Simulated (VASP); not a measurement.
## Na: single point with b88 exchange, pbe correlation

Crystal: Na.

```
Na
1.0
    -2.16917    2.16917    2.16917
     2.16917   -2.16917    2.16917
     2.16917    2.16917   -2.16917
Na
1
Direct
  0.00000 0.00000 0.00000
```

```json
{"Program": "VASP 6.6.1", "Task": "single point", "Functional": "b88 exchange, pbe correlation", "Potentials or basis": "VASP PAW PBE potentials, release 64 (Na_pv)", "Cutoff": "500 eV", "k mesh": "9 × 9 × 9", "Occupations": "fermi-dirac, width 0.05 eV", "Spin": "collinear spin", "Starting moments": "[0.5] μB", "Dipole correction": "no", "Further INCAR settings": "ALGO = Normal; EDIFF = 1e-06; NBANDS = 14"}
```

| Property | Result |
| --- | --- |
| Pressure | -0.4 GPa |
| Net moment | 0.00 μB per cell |
| Valence electrons inside the program's atomic spheres | Na 6.05 |

Levels at points of the mesh, in eV from the Fermi level:
Spin up:
| k point | band 1 | band 2 | band 3 | band 4 | band 5 | band 6 | band 7 | band 8 |
| --- | --- | --- | --- | --- | --- | --- | --- | --- |
| (0.00, 0.00, 0.00) | -25.10 | -25.10 | -25.10 | -3.06 | 11.17 | 11.17 | 11.17 | 12.08 |
Spin down:
| k point | band 1 | band 2 | band 3 | band 4 | band 5 | band 6 | band 7 | band 8 |
| --- | --- | --- | --- | --- | --- | --- | --- | --- |
| (0.00, 0.00, 0.00) | -25.10 | -25.10 | -25.10 | -3.06 | 11.17 | 11.17 | 11.17 | 12.08 |

Run time: 17 s on 1 thread of Intel(R) Xeon(R) 6975P-C (Granite Rapids) (shared host), peak memory 0.17 GiB.

Caveat: the PAW data sets were made with another functional, which shifts forces and pressure a little.
